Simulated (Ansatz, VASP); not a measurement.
# BP in VASP and in Ansatz

```
B P
1.0
     0.00000    2.36154    2.23016
     2.36154    0.00000    2.23016
     2.36154    2.36154    0.00000
B P
1 1
Direct
  0.00000 0.00000 0.00000
  0.25000 0.25000 0.25000
```

Change from the starting cell: epitaxial_xy strain +4.1%.

Alike in both runs: task single point; functional r2SCAN; k mesh 10 × 10 × 10; no spin polarisation.

|  | VASP | Ansatz |
| --- | --- | --- |
| version | VASP 6.6.1 | Ansatz 0.2.0 |
| potentials or method | VASP PAW PBE potentials, release 64 (B, P) | plane waves, PAW |
| plane-wave cutoff (eV) | 520 | 500 |
| occupations | gaussian, width 0.01 eV | fixed |
| valence electrons in the cell | 8 | 8 |

|  | VASP | Ansatz | Ansatz less VASP |
| --- | --- | --- | --- |
| gap on the k mesh at the Fermi level (eV) | 0.66 | 0.64 | -0.027 |
| pressure (GPa) | -10.0 | -9.6 | +0.45 |
| traceless stress, the component that is largest in VASP (GPa) | 9.62 | 9.57 | -0.044 |

VASP's potentials were made for PBE, not for r2SCAN.
